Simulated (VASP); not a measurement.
Write the native input for VASP 6.6.1 that does the following.

```yaml
Task: single point
Functional: r2SCAN
Potentials_or_basis: VASP PAW PBE potentials, release 64 (Ti_sv)
Cutoff: 520 eV
k_mesh: 22 × 22 × 22
Occupations: fermi-dirac, width 0.05 eV
Spin: collinear spin
Starting_moments: "[1.061] μB"
Dipole_correction: no
Further_INCAR_settings: ALGO = Normal; EDIFF = 1e-06; NBANDS = 16
```

The system is Ti.

```
Ti
1.0
    -1.64788    1.64788    1.64788
     1.64788   -1.64788    1.64788
     1.64788    1.64788   -1.64788
Ti
1
Direct
  0.00000 0.00000 0.00000
```

This isn't the form of Ti at room conditions, which is hcp.

The input as run:

POSCAR

```
Ti
1.0
   -1.6478810356      1.6478810356      1.6478810356
    1.6478810356     -1.6478810356      1.6478810356
    1.6478810356      1.6478810356     -1.6478810356
Ti
1
Direct
    0.0000000000      0.0000000000      0.0000000000
```

INCAR.step1

```
PREC = Accurate ; ENCUT = 520
ISMEAR = -1 ; SIGMA = 0.05
LREAL = False ; LASPH = True
NELM = 150 ; ISPIN = 2
MAGMOM = 1.061 ; LMAXMIX = 4
NBANDS = 16 ; GGA = PE
ALGO = Normal ; EDIFF = 1E-4
LWAVE = True ; LCHARG = False
```

INCAR.step2

```
PREC = Accurate ; ENCUT = 520
EDIFF = 1E-6 ; ISMEAR = -1
SIGMA = 0.05 ; LREAL = False
LASPH = True ; NELM = 150
ALGO = Normal ; ISIF = 2
LWAVE = False ; LCHARG = False
ISPIN = 2 ; MAGMOM = 1.061
LORBIT = 11 ; LMAXMIX = 4
METAGGA = R2SCAN ; LMIXTAU = True
NBANDS = 16 ; ISTART = 1
```

KPOINTS

```
Automatic mesh
0
Gamma
  22 22 22
```

Potentials or basis: VASP PAW PBE potentials, release 64 (Ti_sv).

Launch:

```console
$ cat potpaw_PBE.64/Ti_sv/POTCAR > POTCAR
$ cp INCAR.step1 INCAR
$ mpirun -np 1 vasp_std > vasp.out
$ cp INCAR.step2 INCAR
$ mpirun -np 1 vasp_std > vasp.out
```

Results of the run:

```
Pressure                                              : -3.8 GPa
Band gap on the k mesh                                : zero (filled and empty bands overlap)
Net moment                                            : 0.00 μB per cell
Valence electrons inside the program's atomic spheres : Ti 10.19
```

Caveat: the cell stands under tension; the PAW data sets were made with another functional, which shifts forces and pressure a little.

Wall time 5.9 min on 1 thread of Intel(R) Xeon(R) 6975P-C (Granite Rapids) (shared host), peak memory 0.26 GiB.
